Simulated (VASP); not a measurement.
# Au in VASP: notebook

The runs below take Au through single point, with PBEsol.

Everything below comes from runs of VASP 6.6.1. Logs are shortened: lines on timing, memory, paths and dates and some standing lists are left out, and cuts for length are marked.

**1. The cell of the first run**

The structure is monoclinic, space group C2/m (No. 12). The conventional cell has a = 5.023 Å, b = 2.900 Å, c = 4.880 Å, α = 90.00°, β = 90.00°, γ = 90.00°. Au (site symmetry m) has 12 Au at 2.83 to 3.16 Å within 3.7 Å.

**2. Single point, PBEsol (atom 1 (Au) moved by (-0.200, -0.100) A along y and z)**

INCAR

```
ALGO = Fast ; EDIFF = 1E-6
ENCUT = 520 ; GGA = PS
ISIF = 2 ; ISMEAR = 0
LASPH = T ; LCHARG = F
LREAL = F ; LWAVE = F
NBANDS = 18 ; NELM = 60
PREC = Accurate ; SIGMA = 0.15
```

KPOINTS

```
k-points
0
Gamma
  18 18 10
```

POSCAR

```
Au
1.0
    2.8999984104      0.0000000000      0.0000000000
   -1.4499992052      2.5114722944      0.0000000000
    0.0000000000      0.0000000000      4.8800000000
Au
2
Direct
    0.2935160516      0.5870321031      0.7295081967
    0.6666666667      0.3333333333      0.2500000000
```

Potentials or basis: VASP PAW PBE potentials, release 64 (Au).

Run with:

```console
$ cat potpaw_PBE.64/Au/POTCAR > POTCAR
$ mpirun -np 1 vasp_std > vasp.out
```

OUTCAR:

```text
EDIFF = 1E-6
   ENCUT = 520
   GGA = PS
   ISIF = 2
   ISMEAR = 0
   LASPH = T
   LREAL = F
   NELM = 60
   PREC = Accurate

 ion  position               nearest neighbor table
   1  0.294  0.587  0.730-   2 2.83   2 2.83   2 2.99   2 2.99   2 3.00   2 3.16
   2  0.667  0.333  0.250-   1 2.83   1 2.83   1 2.99   1 2.99   1 3.00   1 3.16

  LATTYP: Found a hexagonal cell.
 ALAT       =     2.8999984104
 C/A-ratio  =     1.6827595431

  Lattice vectors:

 A1 = (   2.8999984104,   0.0000000000,   0.0000000000)
 A2 = (  -1.4499992052,   2.5114722944,   0.0000000000)
 A3 = (   0.0000000000,   0.0000000000,   4.8800000000)

Analysis of symmetry for initial positions (statically):
=====================================================================
 Subroutine PRICEL returns:
 Original cell was already a primitive cell.

 Routine SETGRP: Setting up the symmetry group for a
 hexagonal supercell.

 Subroutine GETGRP returns: Found  4 space group operations
 (whereof  2 operations were pure point group operations)
 out of a pool of 24 trial point group operations.

The static configuration has the point symmetry C_1h.
 The point group associated with its full space group is C_2h.

Analysis of symmetry for dynamics (positions and initial velocities):
=====================================================================
 Subroutine PRICEL returns:
 Original cell was already a primitive cell.

 Routine SETGRP: Setting up the symmetry group for a
 hexagonal supercell.

 Subroutine GETGRP returns: Found  4 space group operations
 (whereof  2 operations were pure point group operations)
 out of a pool of 24 trial point group operations.

The dynamic configuration has the point symmetry C_1h.
 The point group associated with its full space group is C_2h.

 Subroutine INISYM returns: Found  4 space group operations
 (whereof  2 operations are pure point group operations),
 and found     1 'primitive' translations

----------------------------------------------------------------------------------------

                                     Primitive cell

  volume of cell :      35.5423

  direct lattice vectors                    reciprocal lattice vectors
     2.899998410  0.000000000  0.000000000     0.344827775  0.199086409  0.000000000
    -1.449999205  2.511472294  0.000000000     0.000000000  0.398172818  0.000000000
     0.000000000  0.000000000  4.880000000     0.000000000  0.000000000  0.204918033

  length of vectors
     2.899998410  2.899998410  4.880000000     0.398172818  0.398172818  0.204918033

  position of ions in fractional coordinates (direct lattice)
     0.293516052  0.587032103  0.729508197
     0.666666667  0.333333333  0.250000000

  ion indices of the primitive-cell ions
   primitive index   ion index
                 1           1
                 2           2

----------------------------------------------------------------------------------------

 KPOINTS: k-points

Automatic generation of k-mesh.
 Grid dimensions read from file:
 generate k-points for:   18   18   10

 Generating k-lattice:

  Cartesian coordinates                     Fractional coordinates (reciprocal lattice)
     0.019157099  0.011060356  0.000000000     0.055555556  0.000000000  0.000000000
     0.000000000  0.022120712  0.000000000     0.000000000  0.055555556  0.000000000
     0.000000000  0.000000000  0.020491803     0.000000000  0.000000000  0.100000000

  Length of vectors
     0.022120712  0.022120712  0.020491803

  Shift w.r.t. Gamma in fractional coordinates (k-lattice)
     0.000000000  0.000000000  0.000000000

 Subroutine IBZKPT returns following result:
 ===========================================

 Found    866 irreducible k-points:

 Following reciprocal coordinates:
            Coordinates               Weight
  0.000000  0.000000  0.000000      1.000000
  0.055556  0.000000  0.000000      4.000000
  0.000000  0.055556  0.000000      2.000000
  0.111111  0.000000  0.000000      4.000000
  0.000000  0.111111  0.000000      2.000000
  0.166667  0.000000  0.000000      4.000000
[... 16 lines left out ...]
 -0.055556  0.166667  0.000000      4.000000
 -0.166667  0.111111  0.000000      4.000000
 [... further k-points ...]
   k-points           NKPTS =    866   k-points in BZ     NKDIM =    866   number of bands    NBANDS=     18
   number of dos      NEDOS =    301   number of ions     NIONS =      2
   total plane-waves  NPLWV =  20736
   dimension x,y,z NGX =    24 NGY =   24 NGZ =   36
   dimension x,y,z NGXF=    48 NGYF=   48 NGZF=   72
   ions per type =               2
   NGX,Y,Z   is equivalent  to a cutoff of  13.76, 13.76, 12.26 a.u.
   NGXF,Y,Z  is equivalent  to a cutoff of  27.52, 27.52, 24.53 a.u.
 SYSTEM =  unknown system
   PREC   = accura    normal or accurate (medium, high low for compatibility)
   ISTART =      0    job   : 0-new  1-cont  2-samecut
   ICHARG =      2    charge: 1-file 2-atom 10-const
   ISPIN  =      1    spin polarized calculation?
   LNONCOLLINEAR =      F non collinear calculations
   LSORBIT =      F    spin-orbit coupling
   LASPH  =      T    aspherical Exc in radial PAW
   ENCUT  =  520.0 eV  38.22 Ry    6.18 a.u.   5.39  5.39  9.07*2*pi/ulx,y,z
   NELM   =     60;   NELMIN=  2; NELMDL= -5     # of ELM steps
   EDIFF  = 0.1E-05   stopping-criterion for ELM
   LREAL  =      F    real-space projection
   EDIFFG = 0.1E-04   stopping-criterion for IOM
   NSW    =      0    number of steps for IOM
   IBRION =     -1    ionic relax: 0-MD 1-quasi-New 2-CG
   NFREE  =      0    steps in history (QN), initial steepest desc. (CG)
   ISIF   =      2    stress and relaxation
   ISYM   =      2    0-nonsym 1-usesym 2-fastsym
   POTIM  = 0.5000    time-step for ionic-motion
   TEBEG  =    0.0;   TEEND  =   0.0 temperature during run
   PSTRESS=    0.0 pullay stress
   NELECT =      22.0000    total number of electrons
   NUPDOWN=      -1.0000    fix difference up-down
   EMIN   =  10.00;   EMAX   =-10.00  energy-range for DOS
   EFERMI =   0.00;   METHOD = LEGACY
   ISMEAR =     0;   SIGMA  =   0.15  broadening in eV -4-tet -1-fermi 0-gaus
   EFERMI_NEDOS =   21; number of points for ismear=-14 and -15
   IALGO  =     68    algorithm
   IMIX   =      4    mixing-type and parameters
     AMIX     =   0.40;   BMIX     =  1.00
     AMIX_MAG =   1.60;   BMIX_MAG =  1.00
  volume/ion in A,a.u.               =      17.77       119.93
  Fermi-wavevector in a.u.,A,eV,Ry     =   1.395191  2.636529 26.484537  1.946559
  Thomas-Fermi vector in A             =   2.518667
   LORBIT       =      0    0 simple, 1 ext, 2 COOP (PROOUT), +10 PAW based schemes
   GGA     = PS    functional components
   LHFCALC =     F    Hartree Fock is set to
   AEXX    =    0.0000 exact exchange contribution
   IVDW    =     0    specifies the selected vdW correction
   LEPSILON=     F    determine dielectric tensor
   LRPA    =     F    only Hartree local field effects (RPA)
 non-spin polarized calculation
 RMM-DIIS sequential band-by-band and
 Gauss-broadening in eV      SIGMA  =   0.15
  energy-cutoff  :      520.00
  volume of cell :       35.54
 maximum number of plane-waves:       984
 NGX is ok and might be reduce to    24
   NGX = 11   NGY = 11   NGZ = 19

 number of electron      22.0000002 magnetization

 Free energy of the ion-electron system (eV)
  ---------------------------------------------------
  ext. energy  EPLUGINS =         0.00000000
  ---------------------------------------------------
  free energy    TOTEN  =        -7.76547909 eV

  energy without entropy =       -7.75602658  energy(sigma->0) =       -7.76075283

 E-fermi :   8.5564     XC(G=0): -12.6307

 val. band max:        8.5555873430   @ k =   0.4444   0.0556   0.3000
 cond. band min:       8.5572879169   @ k =   0.3889   0.1111   0.3000
 fundamental gap:      0.0017005739
 Fermi energy:         8.5564267459

 k-point     1 :       0.0000    0.0000    0.0000
  band No.  band energies     occupation
      1      -0.9060      2.00000
      2       1.5247      2.00000
      3       3.8325      2.00000
      4       4.1582      2.00000
      5       4.2866      2.00000
      6       4.5095      2.00000
[... 10 lines left out ...]
     17      26.0967      0.00000
     18      27.6247      0.00000

 k-point     2 :       0.0556    0.0000    0.0000
  band No.  band energies     occupation
      1      -0.8106      2.00000
      2       1.6056      2.00000
      3       3.8211      2.00000
      4       4.1633      2.00000
      5       4.3330      2.00000
      6       4.5095      2.00000
[... 10 lines left out ...]
     17      25.5122      0.00000
     18      27.1249      0.00000

 k-point     3 :       0.0000    0.0556    0.0000
  band No.  band energies     occupation
      1      -0.8124      2.00000
      2       1.5994      2.00000
      3       3.8301      2.00000
      4       4.2204      2.00000
      5       4.2793      2.00000
      6       4.4817      2.00000
[... 10 lines left out ...]
     17      25.6936      0.00000
     18      27.0572      0.00000

 k-point     4 :       0.1111    0.0000    0.0000
  band No.  band energies     occupation
      1      -0.5300      2.00000
      2       1.8353      2.00000
      3       3.7534      2.00000
      4       4.1608      2.00000
      5       4.4775      2.00000
      6       4.4997      2.00000
[... 375 lines left out ...]
      4       4.1273      2.00000
      5       4.4845      2.00000
      6       4.5582      2.00000
[... 10 lines left out ...]
     17      25.1235      0.00000
     18      26.2012      0.00000

 k-point    23 :      -0.0556    0.1667    0.0000
  band No.  band energies     occupation
      1      -0.2710      2.00000
      2       2.0018      2.00000
      3       3.7208      2.00000
      4       4.2162      2.00000
      5       4.4491      2.00000
      6       4.5446      2.00000
[... 10 lines left out ...]
     17      24.9653      0.00000
     18      26.5190      0.00000

 k-point    24 :      -0.1667    0.1111    0.0000
  band No.  band energies     occupation
      1      -0.2546      2.00000
      2       2.0549      2.00000
      3       3.6699      2.00000
      4       4.1905      2.00000
      5       4.3824      2.00000
      6       4.5816      2.00000
[... 10 lines left out ...]
     17      25.7428      0.00000
     18      25.9044      0.00000

 [... further k-points ...]

------------------------ aborting loop because EDIFF is reached ----------------------------------------

  FORCE on cell =-STRESS in cart. coord.  units (eV):
  Direction    XX          YY          ZZ          XY          YZ          ZX
  --------------------------------------------------------------------------------------
  -------------------------------------------------------------------------------------
  Total       -1.2309688     -1.4144551     -1.0576770      0.0000000      0.1317473      0.0000000
  in kB      -55.4896072    -63.7608047    -47.6779612      0.0000000      5.9389062      0.0000000
  external PRESSURE =     -55.6427911 kB  Pullay stress =       0.0000000 kB

 VOLUME and BASIS-vectors are now :
 -----------------------------------------------------------------------------
  energy-cutoff  :      520.00
  volume of cell :       35.54
      direct lattice vectors                 reciprocal lattice vectors
     2.899998410  0.000000000  0.000000000     0.344827775  0.199086409  0.000000000
    -1.449999205  2.511472294  0.000000000     0.000000000  0.398172818  0.000000000
     0.000000000  0.000000000  4.880000000     0.000000000  0.000000000  0.204918033

 POSITION                                       TOTAL-FORCE (eV/Angst)
 -----------------------------------------------------------------------------------
      0.00000      1.47431      3.56000         0.000000      0.044102      0.623165
      1.45000      0.83716      1.22000         0.000000     -0.044102     -0.623165
 -----------------------------------------------------------------------------------
    total drift:                               -0.000000      0.000004     -0.000002

  FREE ENERGIE OF THE ION-ELECTRON SYSTEM (eV)
  ---------------------------------------------------
  free  energy   TOTEN  =        -7.7654790934 eV

  energy  without entropy=       -7.7560265752  energy(sigma->0) =       -7.76075283
```

Run time: 5.8 min. Hardware: 1 thread of Intel Xeon Platinum 8259CL at 2.50GHz (Skylake/Cascade Lake), shared host; peak memory 0.53 GiB.

What came out:

```yaml
Free_energy: -7.7655 eV
Pressure: -5.6 GPa
Largest_force: 0.625 eV/Å
Band_gap_on_the_k_mesh: zero (band 11 reaches 12.45 eV, above the bottom of band 12 at 6.15 eV)
```

Forces in eV/Å, atoms in the order of the input:
```
Au   0.000  0.044  0.623
Au   0.000 -0.044 -0.623
```

Stress tensor (GPa, compression positive):
```
-5.55  0.00  0.00
 0.00 -6.38  0.59
 0.00  0.59 -4.77
```

Caveat: the cell differs from its parent crystal (atom 1 (Au) moved by (-0.200, -0.100) A along y and z); the PAW data sets were made with another functional, which shifts forces and pressure a little; spin-orbit coupling is left out, which moves the levels of the heavy elements.

**3. Single point, PBEsol (atom 1 (Au) moved by (-0.200, +0.000) A along y and z)**

INCAR

```
PREC     = Accurate       # precision mode
ENCUT    = 520            # plane-wave cutoff, eV
EDIFF    = 1E-6           # SCF threshold, eV
ISMEAR   = 0              # smearing method
SIGMA    = 0.15           # smearing width, eV
LREAL    = F              # projectors in reciprocal space
LASPH    = T              # aspherical terms in the spheres
NELM     = 60             # most SCF steps
ALGO     = Fast           # electronic algorithm
ISIF     = 2              # what is computed and relaxed
LWAVE    = F              # write WAVECAR
LCHARG   = T              # write CHGCAR
GGA      = PS             # functional
LELF     = T              # ELF
LVHAR    = T            
NBANDS   = 18             # bands
```

KPOINTS

```
Automatic mesh
0
Gamma
  18 18 10
```

Changes to POSCAR since step 2:

```diff
@@ -8,3 +8,3 @@
 Direct
-    0.2935160516      0.5870321031      0.7295081967
+    0.2935160516      0.5870321031      0.7500000000
     0.6666666667      0.3333333333      0.2500000000
```

Potentials or basis: VASP PAW PBE potentials, release 64 (Au).

Run with:

```console
$ cat potpaw_PBE.64/Au/POTCAR > POTCAR
$ mpirun -np 1 vasp_std > vasp.out
```

Wall time 1.9 min (1 thread of Intel Xeon 6975P-C (Granite Rapids), shared host); peak memory 0.38 GiB.

The run converged. Its results:

```
Free energy            : -7.7963 eV
Pressure               : -6.4 GPa
Largest force          : 0.030 eV/Å
Band gap on the k mesh : zero (band 11 reaches 12.50 eV, above the bottom of band 12 at 6.08 eV)
```

Forces in eV/Å, atoms in the order of the input:
```
Au   0.000  0.030  0.000
Au   0.000 -0.030  0.000
```

Stress tensor (GPa, compression positive):
```
-6.31  0.00  0.00
 0.00 -6.87  0.00
 0.00  0.00 -5.95
```

Levels at points of the mesh, in eV from the Fermi level:
```tsv
k point	band 9	band 10	band 11	band 12	band 13	band 14
(0.00, 0.00, 0.00)	-3.02	-2.41	-1.82	-0.98	2.51	14.56
(0.50, 0.00, 0.00)	-1.81	-1.60	0.57	1.38	5.82	6.83
(0.00, 0.50, 0.00)	-1.71	-1.70	0.02	1.76	5.24	6.18
(0.00, 0.00, 0.50)	-2.62	-2.62	-2.46	-2.46	10.31	10.31
(0.50, 0.00, 0.50)	-1.69	-1.69	0.36	0.36	3.89	3.89
(0.00, 0.50, 0.50)	-1.68	-1.68	0.95	0.95	3.49	3.49
```

Caveat: the cell differs from its parent crystal (atom 1 (Au) moved by (-0.200, +0.000) A along y and z); the PAW data sets were made with another functional, which shifts forces and pressure a little; spin-orbit coupling is left out, which moves the levels of the heavy elements.

**4. Single point, PBEsol (atom 1 (Au) moved by (+0.200, +0.000) A along y and z)**

INCAR

```
ALGO = Fast
EDIFF = 1E-6
ENCUT = 520
GGA = PS
ISIF = 2
ISMEAR = 0
LASPH = True
LCHARG = False
LREAL = False
LWAVE = False
NBANDS = 18
NELM = 80
PREC = Accurate
SIGMA = 0.15
```

KPOINTS

```
k-points
0
Gamma
  18 18 10
```

Changes to POSCAR since step 3:

```diff
@@ -8,3 +8,3 @@
 Direct
-    0.2935160516      0.5870321031      0.7500000000
+    0.3731506151      0.7463012302      0.7500000000
     0.6666666667      0.3333333333      0.2500000000
```

Run with:

```console
$ cat potpaw_PBE.64/Au/POTCAR > POTCAR
$ mpirun -np 1 vasp_std > vasp.out
```

Wall time 92 s (1 thread of Intel Xeon 6975P-C (Granite Rapids), shared host); peak memory 0.38 GiB.

Results (log left out):

```
Free energy            : -7.7897 eV
Pressure               : -6.2 GPa
Largest force          : 0.126 eV/Å
Band gap on the k mesh : zero (band 11 reaches 12.49 eV, above the bottom of band 12 at 6.09 eV)
```

Forces on the atoms (eV/Å):
```
Au   0.000 -0.126  0.000
Au   0.000  0.126  0.000
```

Stress tensor (GPa, compression positive):
```
-6.90  0.00  0.00
 0.00 -6.25  0.00
 0.00  0.00 -5.57
```

Levels at points of the mesh, in eV from the Fermi level:
```tsv
k point	band 9	band 10	band 11	band 12	band 13	band 14
(0.00, 0.00, 0.00)	-3.05	-2.39	-1.87	-0.98	2.51	14.57
(0.50, 0.00, 0.00)	-1.75	-1.66	0.21	1.65	5.41	6.65
(0.00, 0.50, 0.00)	-1.84	-1.57	0.74	1.23	6.08	6.58
(0.00, 0.00, 0.50)	-2.60	-2.60	-2.45	-2.45	10.31	10.31
(0.50, 0.00, 0.50)	-1.69	-1.69	0.74	0.74	3.64	3.64
(0.00, 0.50, 0.50)	-1.70	-1.70	0.20	0.20	3.97	3.97
```

Caveat: the cell differs from its parent crystal (atom 1 (Au) moved by (+0.200, +0.000) A along y and z); the PAW data sets were made with another functional, which shifts forces and pressure a little; spin-orbit coupling is left out, which moves the levels of the heavy elements.

**5. Single point, PBEsol (atom 1 (Au) moved by (+0.200, -0.100) A along y and z)**

INCAR

```
ALGO = Fast ; EDIFF = 1E-6
ENCUT = 520 ; GGA = PS
ISIF = 2 ; ISMEAR = 0
LASPH = True ; LCHARG = False
LREAL = False ; LWAVE = False
NBANDS = 18 ; NELM = 100
PREC = Accurate ; SIGMA = 0.15
```

KPOINTS is that of step 4.

Changes to POSCAR since step 4:

```diff
@@ -8,3 +8,3 @@
 Direct
-    0.3731506151      0.7463012302      0.7500000000
+    0.3731506151      0.7463012302      0.7295081967
     0.6666666667      0.3333333333      0.2500000000
```

Run with:

```console
$ cat potpaw_PBE.64/Au/POTCAR > POTCAR
$ mpirun -np 1 vasp_std > vasp.out
```

Wall time 7.7 min (1 thread of Oxide Virtual Turin-like, shared host); peak memory 0.49 GiB.

The run converged. Its results:

```yaml
Free_energy: -7.7582 eV
Pressure: -5.4 GPa
Largest_force: 0.654 eV/Å
Band_gap_on_the_k_mesh: zero (band 11 reaches 12.43 eV, above the bottom of band 12 at 6.16 eV)
```

Forces in eV/Å, atoms in the order of the input:
```
Au   0.000 -0.151  0.637
Au   0.000  0.151 -0.637
```

Stress tensor (GPa, compression positive):
```
-6.41  0.00  0.00
 0.00 -5.52 -1.08
 0.00 -1.08 -4.34
```

Levels at points of the mesh, in eV from the Fermi level:
| k point | band 7 | band 8 | band 9 | band 10 | band 11 | band 12 | band 13 | band 14 | band 15 | band 16 |
| --- | --- | --- | --- | --- | --- | --- | --- | --- | --- | --- |
| (0.00, 0.00, 0.00) | -3.95 | -3.60 | -3.05 | -2.39 | -1.86 | -0.96 | 2.47 | 14.55 | 15.76 | 16.51 |
| (0.50, 0.00, 0.00) | -3.23 | -1.94 | -1.76 | -1.66 | 0.20 | 1.64 | 5.36 | 6.74 | 7.26 | 10.41 |
| (0.00, 0.50, 0.00) | -3.78 | -1.93 | -1.86 | -1.57 | 0.74 | 1.22 | 6.04 | 6.55 | 8.28 | 10.22 |
| (0.00, 0.00, 0.50) | -4.33 | -4.22 | -2.78 | -2.52 | -2.43 | -2.39 | 9.63 | 11.01 | 14.88 | 15.00 |
| (0.50, 0.00, 0.50) | -2.50 | -2.38 | -1.71 | -1.68 | 0.62 | 0.84 | 3.51 | 3.78 | 12.72 | 13.07 |
| (0.00, 0.50, 0.50) | -1.95 | -1.88 | -1.76 | -1.67 | 0.14 | 0.27 | 3.89 | 4.06 | 12.39 | 12.83 |

Caveat: the cell differs from its parent crystal (atom 1 (Au) moved by (+0.200, -0.100) A along y and z); the PAW data sets were made with another functional, which shifts forces and pressure a little; spin-orbit coupling is left out, which moves the levels of the heavy elements.
